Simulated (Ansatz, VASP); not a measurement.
## BP: VASP beside Ansatz

INCAR

```
SYSTEM = BP
PREC = Accurate
ENCUT = 500
EDIFF = 1E-6
ISMEAR = 0
SIGMA = 0.01
LREAL = .FALSE.
LASPH = .TRUE.
NELM = 120
ALGO = Normal
ISIF = 2
LWAVE = .FALSE.
LCHARG = .FALSE.
GGA = RE
NBANDS = 11
GGA_COMPAT = .FALSE.
```

KPOINTS

```
Automatic mesh
0
G
  10 10 10
  0 0 0
```

POSCAR

```
BP
1.0
    0.0000000000      2.2289403366      2.2289403366
    2.2289403366      0.0000000000      2.2289403366
    2.2289403366      2.2289403366      0.0000000000
B P
1 1
Direct
    0.0000000000      0.0000000000      0.0000000000
    0.7500000000      0.7500000000      0.7500000000
```

Input for Ansatz:

```yaml
crystal:
  lattice:
    - [0.0, 2.2289403366, 2.2289403366]
    - [2.2289403366, 0.0, 2.2289403366]
    - [2.2289403366, 2.2289403366, 0.0]
  atoms:
    - { symbol: B, position: [0.0, 0.0, 0.0] }
    - { symbol: P, position: [0.75, 0.75, 0.75] }
kpoints:
  mp_grid: { grid: [10, 10, 10] }
hamiltonian:
  xc: revpbe
scf:
  occupations: { method: fixed }
  n_extra_bands: 1
output:
  forces: true
  eigenvalues: true
  stress: true
```

Alike in both runs: task single point; functional revPBE; k mesh 10 × 10 × 10; no spin polarisation.

```csv
,VASP,Ansatz
version,VASP 6.6.1,Ansatz 0.2.0
potentials or method,"VASP PAW PBE potentials, release 64 (B, P)","scalar-relativistic, plane waves, PAW"
plane-wave cutoff (eV),500,420
occupations,"gaussian, width 0.01 eV",fixed
valence electrons in the cell,8,8
```

```tsv
	VASP	Ansatz	Ansatz less VASP
gap on the k mesh at the Fermi level (eV)	1.16	1.18	+0.013
pressure (GPa)	12.8	13.3	+0.49
```

VASP's potentials were made for PBE, not for revPBE.
